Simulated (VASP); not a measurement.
# Se (P6_3/mmc) in VASP: notebook

Se is run at these levels: RPBE; tasks: single point, relaxation of cell and atoms.

All numbers are computed with VASP 6.6.1; they aren't measurements. Logs are shortened: lines on timing, memory, paths and dates and some standing lists are left out, and cuts for length are marked.

## 1. The cell of the first run

The structure is hexagonal, space group P6_3/mmc (No. 194). The conventional cell has a = 3.765 Å, b = 3.765 Å, c = 3.910 Å, α = 90.00°, β = 90.00°, γ = 120.00°. Within 4.0 Å of Se (site symmetry -6m2) lie 14 Se at 2.92 to 3.91 Å.

This isn't the form of Se at room conditions, which is trigonal, of chains.

## 2. Single point, RPBE (24.01 Å³/atom)

File INCAR:

```
SYSTEM = Se
  PREC = Accurate
  ENCUT = 520
  EDIFF = 1E-7
  ISMEAR = -1
  SIGMA = 0.1
  LREAL = .False.
  LASPH = .True.
  NELM = 60
  ALGO = Normal
  ISIF = 2
  LWAVE = .False.
  LCHARG = .False.
  GGA = RP
  NBANDS = 13
```

File KPOINTS:

```
regular mesh
0
Gamma
  11 11 9
  0 0 0
```

File POSCAR:

```
Se
1.0
    3.7652835053      0.0000000000      0.0000000000
   -1.8826417527      3.2608311680      0.0000000000
    0.0000000000      0.0000000000      3.9102686177
Se
2
Direct
    0.3333333333      0.6666666667      0.2500000000
    0.6666666667      0.3333333333      0.7500000000
```

Potentials or basis: VASP PAW PBE potentials, release 64 (Se).

Launch:

```console
$ cat potpaw_PBE.64/Se/POTCAR > POTCAR
$ mpirun -np 1 vasp_std > vasp.out
```

OUTCAR:

```text
SYSTEM = Se
   PREC = Accurate
   ENCUT = 520
   EDIFF = 1E-7
   ISMEAR = -1
   LREAL = .False.
   LASPH = .True.
   NELM = 60
   ISIF = 2
   GGA = RP

 ion  position               nearest neighbor table
   1  0.333  0.667  0.250-
   2  0.667  0.333  0.750-

  LATTYP: Found a hexagonal cell.
 ALAT       =     3.7652835053
 C/A-ratio  =     1.0385057625

  Lattice vectors:

 A1 = (   3.7652835053,   0.0000000000,   0.0000000000)
 A2 = (  -1.8826417527,   3.2608311680,   0.0000000000)
 A3 = (   0.0000000000,   0.0000000000,   3.9102686177)

Analysis of symmetry for initial positions (statically):
=====================================================================
 Subroutine PRICEL returns:
 Original cell was already a primitive cell.

 Routine SETGRP: Setting up the symmetry group for a
 hexagonal supercell.

 Subroutine GETGRP returns: Found 24 space group operations
 (whereof 12 operations were pure point group operations)
 out of a pool of 24 trial point group operations.

The static configuration has the point symmetry D_3d.
 The point group associated with its full space group is D_6h.

Analysis of symmetry for dynamics (positions and initial velocities):
=====================================================================
 Subroutine PRICEL returns:
 Original cell was already a primitive cell.

 Routine SETGRP: Setting up the symmetry group for a
 hexagonal supercell.

 Subroutine GETGRP returns: Found 24 space group operations
 (whereof 12 operations were pure point group operations)
 out of a pool of 24 trial point group operations.

The dynamic configuration has the point symmetry D_3d.
 The point group associated with its full space group is D_6h.

 Subroutine INISYM returns: Found 24 space group operations
 (whereof 12 operations are pure point group operations),
 and found     1 'primitive' translations

----------------------------------------------------------------------------------------

                                     Primitive cell

  volume of cell :      48.0101

  direct lattice vectors                    reciprocal lattice vectors
     3.765283505  0.000000000  0.000000000     0.265584251  0.153335139  0.000000000
    -1.882641753  3.260831168  0.000000000     0.000000000  0.306670278  0.000000000
     0.000000000  0.000000000  3.910268618     0.000000000  0.000000000  0.255736907

  length of vectors
     3.765283505  3.765283505  3.910268618     0.306670278  0.306670278  0.255736907

  position of ions in fractional coordinates (direct lattice)
     0.333333333  0.666666667  0.250000000
     0.666666667  0.333333333  0.750000000

  ion indices of the primitive-cell ions
   primitive index   ion index
                 1           1
                 2           2

----------------------------------------------------------------------------------------

 KPOINTS: regular mesh

Automatic generation of k-mesh.
 Grid dimensions read from file:
 generate k-points for:   11   11    9

 Generating k-lattice:

  Cartesian coordinates                     Fractional coordinates (reciprocal lattice)
     0.024144023  0.013939558  0.000000000     0.090909091  0.000000000  0.000000000
     0.000000000  0.027879116  0.000000000     0.000000000  0.090909091  0.000000000
     0.000000000  0.000000000  0.028415212     0.000000000  0.000000000  0.111111111

  Length of vectors
     0.027879116  0.027879116  0.028415212

  Shift w.r.t. Gamma in fractional coordinates (k-lattice)
     0.000000000  0.000000000  0.000000000

 Subroutine IBZKPT returns following result:
 ===========================================

 Found     80 irreducible k-points:

 Following reciprocal coordinates:
            Coordinates               Weight
  0.000000  0.000000  0.000000      1.000000
  0.090909  0.000000  0.000000      6.000000
  0.181818  0.000000  0.000000      6.000000
  0.272727  0.000000  0.000000      6.000000
  0.363636  0.000000  0.000000      6.000000
  0.454545  0.000000  0.000000      6.000000
[... 16 lines left out ...]
  0.090909  0.090909  0.111111     12.000000
  0.181818  0.090909  0.111111     24.000000
 [... further k-points ...]
   k-points           NKPTS =     80   k-points in BZ     NKDIM =     80   number of bands    NBANDS=     13
   number of dos      NEDOS =    301   number of ions     NIONS =      2
   total plane-waves  NPLWV =  23520
   dimension x,y,z NGX =    28 NGY =   28 NGZ =   30
   dimension x,y,z NGXF=    56 NGYF=   56 NGZF=   60
   ions per type =               2
   NGX,Y,Z   is equivalent  to a cutoff of  12.36, 12.36, 12.75 a.u.
   NGXF,Y,Z  is equivalent  to a cutoff of  24.73, 24.73, 25.51 a.u.
 SYSTEM =  Se
   PREC   = accura    normal or accurate (medium, high low for compatibility)
   ISTART =      0    job   : 0-new  1-cont  2-samecut
   ICHARG =      2    charge: 1-file 2-atom 10-const
   ISPIN  =      1    spin polarized calculation?
   LNONCOLLINEAR =      F non collinear calculations
   LSORBIT =      F    spin-orbit coupling
   LASPH  =      T    aspherical Exc in radial PAW
   ENCUT  =  520.0 eV  38.22 Ry    6.18 a.u.   7.00  7.00  7.27*2*pi/ulx,y,z
   NELM   =     60;   NELMIN=  2; NELMDL= -5     # of ELM steps
   EDIFF  = 0.1E-06   stopping-criterion for ELM
   LREAL  =      F    real-space projection
   EDIFFG = 0.1E-05   stopping-criterion for IOM
   NSW    =      0    number of steps for IOM
   IBRION =     -1    ionic relax: 0-MD 1-quasi-New 2-CG
   NFREE  =      0    steps in history (QN), initial steepest desc. (CG)
   ISIF   =      2    stress and relaxation
   ISYM   =      2    0-nonsym 1-usesym 2-fastsym
   POTIM  = 0.5000    time-step for ionic-motion
   TEBEG  =    0.0;   TEEND  =   0.0 temperature during run
   PSTRESS=    0.0 pullay stress
   NELECT =      12.0000    total number of electrons
   NUPDOWN=      -1.0000    fix difference up-down
   EMIN   =  10.00;   EMAX   =-10.00  energy-range for DOS
   EFERMI =   0.00;   METHOD = LEGACY
   ISMEAR =    -1;   SIGMA  =   0.10  broadening in eV -4-tet -1-fermi 0-gaus
   EFERMI_NEDOS =   21; number of points for ismear=-14 and -15
   IALGO  =     38    algorithm
   IMIX   =      4    mixing-type and parameters
     AMIX     =   0.40;   BMIX     =  1.00
     AMIX_MAG =   1.60;   BMIX_MAG =  1.00
  volume/ion in A,a.u.               =      24.01       161.99
  Fermi-wavevector in a.u.,A,eV,Ry     =   1.031235  1.948752 14.469061  1.063446
  Thomas-Fermi vector in A             =   2.165373
   LORBIT       =      0    0 simple, 1 ext, 2 COOP (PROOUT), +10 PAW based schemes
   GGA     = RP    functional components
   LHFCALC =     F    Hartree Fock is set to
   AEXX    =    0.0000 exact exchange contribution
   IVDW    =     0    specifies the selected vdW correction
   LEPSILON=     F    determine dielectric tensor
   LRPA    =     F    only Hartree local field effects (RPA)
 non-spin polarized calculation
  energy-cutoff  :      520.00
  volume of cell :       48.01
 maximum number of plane-waves:      1309
 NGX is ok and might be reduce to    28
   NGX = 13   NGY = 13   NGZ = 15

 number of electron      11.9999999 magnetization

 Free energy of the ion-electron system (eV)
  ---------------------------------------------------
  ext. energy  EPLUGINS =         0.00000000
  ---------------------------------------------------
  free energy    TOTEN  =        -5.50182416 eV

  energy without entropy =       -5.45707633  energy(sigma->0) =       -5.47945024

 E-fermi :   3.9498     XC(G=0):  -9.5820

 val. band max:        3.9450464727   @ k =   0.3636   0.0000   0.3333
 cond. band min:       3.9657470969   @ k =   0.2727   0.1818   0.0000
 fundamental gap:      0.0207006242
 Fermi energy:         3.9498493057

 k-point     1 :       0.0000    0.0000    0.0000
  band No.  band energies     occupation
      1     -11.3756      2.00000
      2      -6.3523      2.00000
      3      -0.3472      2.00000
      4       1.7995      2.00000
      5       1.7995      2.00000
      6       4.7112      0.00099
      7       4.7112      0.00099
      8       6.9516      0.00000
      9       8.5168      0.00000
     10      11.1411      0.00000
     11      13.8882      0.00000
     12      13.8882      0.00000
     13      15.5321      0.00000

 k-point     2 :       0.0909    0.0000    0.0000
  band No.  band energies     occupation
      1     -11.2953      2.00000
      2      -6.4385      2.00000
      3      -0.2583      2.00000
      4       1.5833      2.00000
      5       1.6335      2.00000
      6       4.5236      0.00642
      7       4.8873      0.00017
      8       6.7013      0.00000
      9       8.8281      0.00000
     10      11.5193      0.00000
     11      13.4078      0.00000
     12      13.9390      0.00000
     13      15.2804      0.00000

 k-point     3 :       0.1818    0.0000    0.0000
  band No.  band energies     occupation
      1     -11.0592      2.00000
      2      -6.7003      2.00000
      3       0.0041      2.00000
      4       1.1003      2.00000
      5       1.2668      2.00000
      6       4.1124      0.32902
      7       5.2642      0.00000
      8       6.0457      0.00000
      9       9.5145      0.00000
     10      11.6742      0.00000
     11      13.6488      0.00000
     12      14.2037      0.00000
     13      14.7691      0.00000

 k-point     4 :       0.2727    0.0000    0.0000
  band No.  band energies     occupation
      1     -10.6855      2.00000
      2      -7.1295      2.00000
      3       0.4228      2.00000
      4       0.6172      2.00000
      5       0.8871      2.00000
      6       3.7113      1.83144
      7       5.1763      0.00001
      8       5.6201      0.00000
      9       9.5599      0.00000
     10      12.0994      0.00000
     11      14.2787      0.00000
     12      14.6452      0.00000
     13      14.7256      0.00000

 k-point     5 :       0.3636    0.0000    0.0000
  band No.  band energies     occupation
      1     -10.2192      2.00000
      2      -7.6674      2.00000
      3       0.2778      2.00000
      4       0.5972      2.00000
      5       0.9516      2.00000
      6       3.4353      1.98841
      7       4.2797      0.07126
      8       5.8528      0.00000
      9       8.9758      0.00000
     10      13.5362      0.00000
     11      13.9213      0.00000
     12      14.1149      0.00000
     13      14.9970      0.00000
[... 257 lines left out ...]
 k-point    22 :       0.4545    0.0000    0.1111
  band No.  band energies     occupation
      1      -9.7271      2.00000
      2      -8.1370      2.00000
      3      -0.4528      2.00000
      4       0.5484      2.00000
      5       1.7934      2.00000
      6       2.2056      2.00000
      7       4.8578      0.00023
      8       5.6385      0.00000
      9       8.9408      0.00000
     10      12.7743      0.00000
     11      14.0622      0.00000
     12      15.4182      0.00000
     13      16.2380      0.00000

 k-point    23 :       0.0909    0.0909    0.1111
  band No.  band energies     occupation
      1     -11.0416      2.00000
      2      -6.8226      2.00000
      3      -0.1826      2.00000
      4       1.3465      2.00000
      5       1.7354      2.00000
      6       4.0321      0.61067
      7       4.9793      0.00007
      8       6.1661      0.00000
      9       9.6564      0.00000
     10      11.5287      0.00000
     11      13.1446      0.00000
     12      13.6965      0.00000
     13      15.6836      0.00000

 k-point    24 :       0.1818    0.0909    0.1111
  band No.  band energies     occupation
      1     -10.7394      2.00000
      2      -7.0957      2.00000
      3      -0.2531      2.00000
      4       0.7941      2.00000
      5       1.7855      2.00000
      6       3.4999      1.97801
      7       5.1880      0.00001
      8       5.7177      0.00000
      9      10.1666      0.00000
     10      11.4684      0.00000
     11      13.2648      0.00000
     12      14.4477      0.00000
     13      15.3743      0.00000

 [... further k-points ...]

------------------------ aborting loop because EDIFF is reached ----------------------------------------

  FORCE on cell =-STRESS in cart. coord.  units (eV):
  Direction    XX          YY          ZZ          XY          YZ          ZX
  --------------------------------------------------------------------------------------
  -------------------------------------------------------------------------------------
  Total       -0.4798457     -0.4798457     -1.0417940      0.0000000     -0.0000000      0.0000000
  in kB      -16.0132559    -16.0132559    -34.7664088      0.0000000     -0.0000000      0.0000000
  external PRESSURE =     -22.2643069 kB  Pullay stress =       0.0000000 kB

 VOLUME and BASIS-vectors are now :
 -----------------------------------------------------------------------------
  energy-cutoff  :      520.00
  volume of cell :       48.01
      direct lattice vectors                 reciprocal lattice vectors
     3.765283505  0.000000000  0.000000000     0.265584251  0.153335139  0.000000000
    -1.882641753  3.260831168  0.000000000     0.000000000  0.306670278  0.000000000
     0.000000000  0.000000000  3.910268618     0.000000000  0.000000000  0.255736907

 POSITION                                       TOTAL-FORCE (eV/Angst)
 -----------------------------------------------------------------------------------
     -0.00000      2.17389      0.97757        -0.000000      0.000000      0.000000
      1.88264      1.08694      2.93270         0.000000     -0.000000      0.000000
 -----------------------------------------------------------------------------------
    total drift:                                0.000000     -0.000000      0.000000

  FREE ENERGIE OF THE ION-ELECTRON SYSTEM (eV)
  ---------------------------------------------------
  free  energy   TOTEN  =        -5.5018241570 eV

  energy  without entropy=       -5.4570763330  energy(sigma->0) =       -5.47945024
```

Wall time 15 s (1 thread of Intel Xeon 6975P-C (Granite Rapids), shared host); peak memory 0.18 GiB.

What came out:

| Quantity | Value |
| --- | --- |
| Free energy | -5.5018 eV |
| Pressure | -2.2 GPa |
| Band gap on the k mesh | zero (bands 6 and 7 overlap by 1.90 eV) |

Stress tensor (GPa, compression positive):
```
-1.60  0.00  0.00
 0.00 -1.60  0.00
 0.00  0.00 -3.48
```

Levels at points of the mesh, in eV from the Fermi level:
```csv
k point,band 4,band 5,band 6,band 7,band 8,band 9
"(0.00, 0.00, 0.00)",-2.15,-2.15,0.76,0.76,3.00,4.57
```

Caveat: the PAW data sets were made with another functional, which shifts forces and pressure a little.

## 3. Single point, RPBE (24.93 Å³/atom)

This run uses another cell than the first one, of 24.93 Å³/atom.

File INCAR:

```
SYSTEM = Se
ALGO = Normal ; EDIFF = 1E-6
ENCUT = 520 ; GGA = RP
ISIF = 2 ; ISMEAR = -1
LASPH = .True. ; LCHARG = .True.
LELF = .True. ; LREAL = .False.
LVHAR = .True. ; LWAVE = .False.
NBANDS = 13 ; NELM = 80
PREC = Accurate ; SIGMA = 0.1
```

File KPOINTS:

```
k-points
0
Gamma
  11 11 9
  0 0 0
```

File POSCAR:

```
Se
1.0
    3.8129503820      0.0000000000      0.0000000000
   -1.9064751910      3.3021118942      0.0000000000
    0.0000000000      0.0000000000      3.9597709439
Se
2
Direct
    0.3333333333      0.6666666667      0.2500000000
    0.6666666667      0.3333333333      0.7500000000
```

Potentials or basis: VASP PAW PBE potentials, release 64 (Se).

Launch:

```console
$ cat potpaw_PBE.64/Se/POTCAR > POTCAR
$ mpirun -np 1 vasp_std > vasp.out
```

Wall time 16 s (1 thread of Intel Xeon 6975P-C (Granite Rapids), shared host); peak memory 0.18 GiB.

It converged, with:

```yaml
Free_energy: -5.4662 eV
Pressure: -3.9 GPa
Band_gap_on_the_k_mesh: zero (bands 6 and 7 overlap by 1.82 eV)
```

Stress tensor (GPa, compression positive):
```
-2.97  0.00  0.00
 0.00 -2.97  0.00
 0.00  0.00 -5.74
```

Levels at points of the mesh, in eV from the Fermi level:
```
           k point  band 4  band 5  band 6  band 7  band 8  band 9
(0.00, 0.00, 0.00)   -2.06   -2.06    0.74    0.74    2.83    4.72
```

Caveat: the cell stands under tension; the PAW data sets were made with another functional, which shifts forces and pressure a little.

## 4. Relaxation of cell and atoms, RPBE

This run uses another cell than the first one, of 21.81 Å³/atom.

File INCAR:

```
SYSTEM = Se
ALGO = Normal
EDIFF = 1E-7
EDIFFG = -0.01
ENCUT = 600
GGA = RP
IBRION = 2
ISIF = 3
ISMEAR = -1
LASPH = .TRUE.
LCHARG = .FALSE.
LREAL = .FALSE.
LWAVE = .FALSE.
NELM = 100
NSW = 80
PREC = Accurate
SIGMA = 0.1
```

File KPOINTS:

```
k-points
0
G
  12 12 6
  0 0 0
```

File POSCAR:

```
Se
1.0
    3.1360302227      0.0000000000      0.0000000000
   -1.5680151114      2.7158818399      0.0000000000
    0.0000000000      0.0000000000      5.1211373537
Se
2
Direct
    0.3333333333      0.6666666667      0.2500000000
    0.6666666667      0.3333333333      0.7500000000
```

Launch:

```console
$ cat potpaw_PBE.64/Se/POTCAR > POTCAR
$ mpirun -np 1 vasp_std > vasp.out
```

It took 3.7 min on 1 thread of Intel Xeon 6975P-C (Granite Rapids), shared host; peak memory 0.22 GiB.

The run converged. Its results:

| Property | Result |
| --- | --- |
| Free energy | -5.5044 eV |
| Relaxed volume | 23.07 Å³/atom |
| Relaxed cell | a = 3.715 Å, b = 3.715 Å, c = 3.859 Å, α = 90.00°, β = 90.00°, γ = 120.00° |
| Space group after relaxing (to 0.1 Å) | P6_3/mmc (No. 194) |
| Energy gained by relaxing | 373.4 meV/atom |
| Ionic steps | 23 |
| Pressure after relaxing | 0.0 GPa |
| Band gap on the k mesh | zero (bands 6 and 7 overlap by 2.30 eV) |

Step by step:
```csv
step,energy change (eV),largest force (eV/Å),pressure (GPa),volume (Å³)
1,0.0000,0.0000,-2.13,43.62
2,-0.0327,0.0000,0.20,41.80
3,-0.0457,0.0000,3.00,40.12
4,-0.0613,0.0000,3.57,39.85
5,-0.1218,0.0000,5.65,39.02
6,-0.2222,0.0000,11.78,37.21
7,0.4142,0.0000,39.35,33.08
8,-0.2268,0.0000,13.30,36.87
9,-0.2250,0.0000,14.61,36.59
10,-0.2338,0.0000,14.92,36.57
11,-0.2536,0.0000,15.97,36.49
12,-0.2592,0.0000,18.61,36.28
13,-0.2971,0.0000,17.66,36.61
14,-0.3997,0.0000,15.03,37.59
15,-0.5569,0.0000,10.56,39.58
16,-0.7148,0.0000,4.01,43.64
17,-0.7272,0.0000,2.07,45.25
18,-0.7271,0.0000,1.87,45.44
19,-0.7342,0.0000,1.52,45.54
20,-0.7459,0.0000,0.53,45.84
21,-0.7467,0.0000,0.20,45.94
22,-0.7468,0.0000,0.14,46.00
23,-0.7469,0.0000,0.00,46.14
```

Final structure:
```
Se
1.0
     3.71533    0.00000    0.00000
    -1.85766    3.21757    0.00000
     0.00000    0.00000    3.85935
Se
2
Direct
  0.33333 0.66667 0.25000
  0.66667 0.33333 0.75000
```

Levels at points of the mesh, in eV from the Fermi level:
```
           k point  band 2  band 3  band 4  band 5  band 6  band 7  band 8  band 9  band 10
(0.00, 0.00, 0.00)  -10.19   -4.48   -2.22   -2.22    0.81    0.81    3.22    4.42     7.30
(0.50, 0.00, 0.00)  -12.25   -3.97   -3.68   -2.53   -0.64   -0.49    2.18    4.42     9.91
(0.00, 0.00, 0.50)  -13.62   -1.09   -1.09   -0.62   -0.62   -0.62   -0.62    8.19     8.19
(0.50, 0.00, 0.50)  -12.67   -5.88   -5.88   -1.55   -1.55    1.19    1.19    8.80     8.80
```

Caveat: a cell axis changed by over 15 % at a fixed basis, so the end point is rough; the PAW data sets were made with another functional, which shifts forces and pressure a little.

## 5. The runs side by side

| task | cell | k mesh | cutoff (eV) | gap on the mesh (eV) | pressure (GPa) |
| --- | --- | --- | --- | --- | --- |
| single point | a = 3.765, b = 3.765, c = 3.910 Å, angles 90.0, 90.0, 120.0°, 2 atoms | 11 × 11 × 9 | 520 | none | -2.2 |
| single point | a = 3.813, b = 3.813, c = 3.960 Å, angles 90.0, 90.0, 120.0°, 2 atoms | 11 × 11 × 9 | 520 | none | -3.9 |
| relaxation of cell and atoms | relaxed from a = 3.136, b = 3.136, c = 5.121 Å, angles 90.0, 90.0, 120.0°, 2 atoms | 12 × 12 × 6 | 600 | none | 0.0 |

Alike in all rows: level RPBE; potentials or basis VASP PAW PBE potentials, release 64 (Se); no spin polarisation; smearing fermi-dirac 0.1 eV.

Caveats: the PAW data sets were made with another functional, which shifts forces and pressure a little; the cell stands under tension (at least some runs); a cell axis changed by over 15 % at a fixed basis, so the end point is rough (at least some runs).

Absolute energies hang on the potentials; compare differences alone.

The gap in the log of VASP goes by the Fermi energy; the results here count the filled bands.